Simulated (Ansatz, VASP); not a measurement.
**TePb in VASP and in Ansatz**

```
Pb Te
1.0
     0.00000    3.22700    3.22700
     3.22700    0.00000    3.22700
     3.22700    3.22700    0.00000
Pb Te
1 1
Cartesian
  3.2270 3.2270 3.2270
  0.0000 0.0000 0.0000
```

Alike in both runs: task single point; functional PBE; dispersion D4; k mesh 6 × 6 × 6; occupations gaussian, width 0.05 eV; no spin polarisation.

|  | VASP | Ansatz |
| --- | --- | --- |
| version | VASP 6.6.1 | Ansatz 0.2.0 |
| potentials or method | VASP PAW PBE potentials, release 64 (Pb_d, Te), cutoff 500 eV | scalar-relativistic, plane waves, PAW |
| valence electrons in the cell | 20 | 30 |

```csv
,VASP,Ansatz,Ansatz less VASP
gap on the k mesh at the Fermi level (eV),0.73,0.72,-0.005
least direct gap on the mesh (eV),0.73,0.72,-0.005
pressure (GPa),0.3,0.3,+0.06
```

VASP's potentials hold 20 valence electrons a cell and Ansatz's 30, so a difference there can come from the potentials and not from the codes.

Neither program's run includes spin-orbit coupling.
